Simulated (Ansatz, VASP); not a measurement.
Pd: VASP beside Ansatz

Contents of INCAR:

```
SYSTEM = Pd
ALGO = Normal
EDIFF = 1E-8
ENCUT = 520
ISIF = 2
ISMEAR = -1
LASPH = .True.
LCHARG = .False.
LEFG = .True.
LREAL = .False.
LWAVE = .False.
NBANDS = 11
NELM = 100
PREC = Accurate
SIGMA = 0.05
```

KPOINTS

```
k-points
0
Gamma
  18 18 18
  0 0 0
```

The input POSCAR:

```
Pd
1.0
    0.0388980000      1.9643490000      1.9643490000
    1.9643490000      0.0388980000      1.9643490000
    1.9643490000      1.9643490000      0.0388980000
Pd
1
Direct
    0.0000000000      0.0000000000      0.0000000000
```

Input for Ansatz:

```yaml
crystal:
  lattice:
    - [0.038898, 1.964349, 1.964349]
    - [1.964349, 0.038898, 1.964349]
    - [1.964349, 1.964349, 0.038898]
  atoms:
    - { symbol: Pd, position: [0.0, 0.0, 0.0] }
kpoints:
  mp_grid: { grid: [18, 18, 18] }
scf:
  occupations: { method: fermi_dirac, width: 0.05 }
hamiltonian:
  xc: lda
  pseudopotentials: { kind: all_electron, datasets: crystal }
output:
  forces: true
  stress: true
  eigenvalues: true
  efg: { contact_densities: true }
```

Change from the starting cell: equal xy, yz and zx shear strains of +2 %, crystal datasets.

Alike in both runs: task electric field gradients; functional LDA; k mesh 18 × 18 × 18; occupations fermi-dirac, width 0.05 eV; no spin polarisation.

```csv
,VASP,Ansatz
version,VASP 6.6.1,Ansatz 0.2.0
potentials or method,"VASP PAW LDA potentials, release 64 (Pd), cutoff 520 eV","all-electron PAW with datasets made for the crystal, scalar-relativistic"
```

```csv
,VASP,Ansatz,Ansatz less VASP
pressure (GPa),-7.5,-7.8,-0.27
"traceless stress, the component that is largest in VASP (GPa)",-1.40,-1.37,+0.028
size of Vzz on the site where it differs most (V/Å²),6.6,14.2,+7.60
```

LDA's correlation is that of Perdew and Zunger in VASP and of Perdew and Wang (1992) in Ansatz. Ansatz ran all-electron here, and VASP with PAW potentials.
